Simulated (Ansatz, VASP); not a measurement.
Cl in VASP and in Ansatz

File INCAR:

```
PREC = Accurate
ENCUT = 520
EDIFF = 1E-7
ISMEAR = 0
SIGMA = 0.02
LREAL = F
LASPH = T
NELM = 80
ALGO = Normal
ISIF = 2
LWAVE = F
LCHARG = T
GGA = PS
LELF = T
LVHAR = T
NBANDS = 22
```

The input KPOINTS:

```
Automatic mesh
0
Gamma
  8 8 4
```

File POSCAR:

```
Cl
1.0
    3.0550944000     -2.4281408000      0.0000000000
    2.7862944000      2.0537408000      0.0000000000
    0.0000000000      0.0000000000      8.3437564000
Cl
4
Direct
    0.1256069045      0.8734846972      0.0878138637
    0.6256069045      0.3734846972      0.4121861363
    0.8743930955      0.1265153028      0.9116306117
    0.3743930955      0.6265153028      0.5883693883
```

Input for Ansatz:

```yaml
crystal:
  lattice:
    - [3.0550944, -2.4281408, 0.0]
    - [2.7862944, 2.0537408, 0.0]
    - [0.0, 0.0, 8.3437564]
  atoms:
    - { symbol: Cl, position: [0.1256069045, 0.8734846972, 0.0878138637] }
    - { symbol: Cl, position: [0.6256069045, 0.3734846972, 0.4121861363] }
    - { symbol: Cl, position: [0.8743930955, 0.1265153028, 0.9116306117] }
    - { symbol: Cl, position: [0.3743930955, 0.6265153028, 0.5883693883] }
basis:
  ecutwfc: 420
kpoints:
  mp_grid: { grid: [8, 8, 4] }
hamiltonian:
  xc: pbesol
scf:
  occupations: { method: gaussian, width: 0.02 }
output:
  forces: true
  stress: true
  eigenvalues: true
  populations: true
```

Alike in both runs: task single point; functional PBEsol; k mesh 8 × 8 × 4; occupations gaussian, width 0.02 eV; no spin polarisation.

|  | VASP | Ansatz |
| --- | --- | --- |
| version | VASP 6.6.1 | Ansatz 0.2.0 |
| potentials or method | VASP PAW PBE potentials, release 64 (Cl), cutoff 520 eV | scalar-relativistic, plane waves, PAW |
| valence electrons in the cell | 28 | 28 |

Ansatz gave:

```
gap on the k mesh at the Fermi level (eV)                     : 3.15
least direct gap on the mesh (eV)                             : 3.25
pressure (GPa)                                                : 7.2
traceless stress, the component that is largest in VASP (GPa) : -5.96
rms of the force components (eV/Å)                            : 2.182
```

Problem. What did VASP give for the same quantities?

Solution. gap on the k mesh at the Fermi level (eV): 3.23; least direct gap on the mesh (eV): 3.32; pressure (GPa): 6.6; traceless stress, the component that is largest in VASP (GPa): -5.36; rms of the force components (eV/Å): 1.987.

VASP's potentials were made for PBE, not for PBEsol. Atom by atom the forces differ by 0.195 eV/Å (rms over components). With one functional, cell and mesh, what is left measures potentials, basis and numerics.
